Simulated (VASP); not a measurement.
A run of VASP 6.6.1:

Contents of INCAR:

```
ALGO = Normal ; DIPOL = 0.5 0.5 0.489
EDIFF = 1E-6 ; ENCUT = 520
GGA = PE ; IDIPOL = 3
ISIF = 2 ; ISMEAR = 0
LASPH = T ; LCHARG = T
LDIPOL = T ; LELF = T
LREAL = Auto ; LVACPOTAV = T
LVHAR = T ; LWAVE = F
NBANDS = 118 ; NELM = 100
PREC = Accurate ; SIGMA = 0.1
```

KPOINTS

```
k-points
0
Gamma
  6 6 1
```

The input POSCAR:

```
Ru
1.0
    5.4164379434      0.0000000058      0.0000000000
   -2.7082189767      4.6907728541      0.0000000000
    0.0000000000      0.0000000000     23.6337548251
Ru
15
Direct
    0.3333333333      0.1666666667      0.3596550807
    0.3333333333      0.6666666667      0.3596550807
    0.8333333333      0.1666666667      0.3596550807
    0.8333333333      0.6666666667      0.3596550807
    0.1666666667      0.3333333333      0.4532183637
    0.1666666667      0.8333333333      0.4532183637
    0.6666666667      0.3333333333      0.4532183637
    0.6666666667      0.8333333333      0.4532183637
    0.0084833699      0.0042416849      0.5477480985
    0.0000000000      0.5000000000      0.5438903999
    0.4957583151      0.0042416849      0.5477480985
    0.4957583151      0.4915166301      0.5477480985
    0.3439834007      0.6719917004      0.6321871582
    0.8280082996      0.1560165993      0.6321871582
    0.8280082996      0.6719917004      0.6321871582
```

Potentials or basis: VASP PAW PBE potentials, release 64 (Ru_pv).

Command:

```console
$ cat potpaw_PBE.64/Ru_pv/POTCAR > POTCAR
$ mpirun -np 1 vasp_std > vasp.out
```

Hardware: 1 thread of Intel(R) Xeon(R) Platinum 8488C (Sapphire Rapids), with other jobs on the host.

Question: Estimate the wall time of this run.

Answer: It took 19 min on 1 thread of Intel(R) Xeon(R) Platinum 8488C (Sapphire Rapids), with other jobs on the host, peak memory 0.74 GiB. Counts: scf iterations 35, k points 7.
